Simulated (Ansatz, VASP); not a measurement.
## One calculation of B, two programs

```
CELL_PARAMETERS angstrom
1.69101 0.00000 0.00000
-0.84550 1.46446 0.00000
0.00000 0.00000 3.61102
ATOMIC_POSITIONS crystal
B 0.00000 0.00000 0.00000
```

Alike in both runs: task single point; functional LDA; k mesh 19 × 19 × 8; no spin polarisation.

```csv
,VASP,Ansatz
version,VASP 6.6.1,Ansatz 0.2.0
potentials or method,"VASP PAW LDA potentials, release 64 (B), cutoff 520 eV","plane waves, PAW"
occupations,"methfessel-paxton of order 1, width 0.3 eV","cold, width 0.3 eV"
valence electrons in the cell,3,3
```

|  | VASP | Ansatz | Ansatz less VASP |
| --- | --- | --- | --- |
| pressure (GPa) | 0.9 | 0.9 | -0.05 |
| traceless stress, the component that is largest in VASP (GPa) | -1.17 | -1.04 | +0.132 |

LDA's correlation is that of Perdew and Zunger in VASP and of Perdew and Wang (1992) in Ansatz.
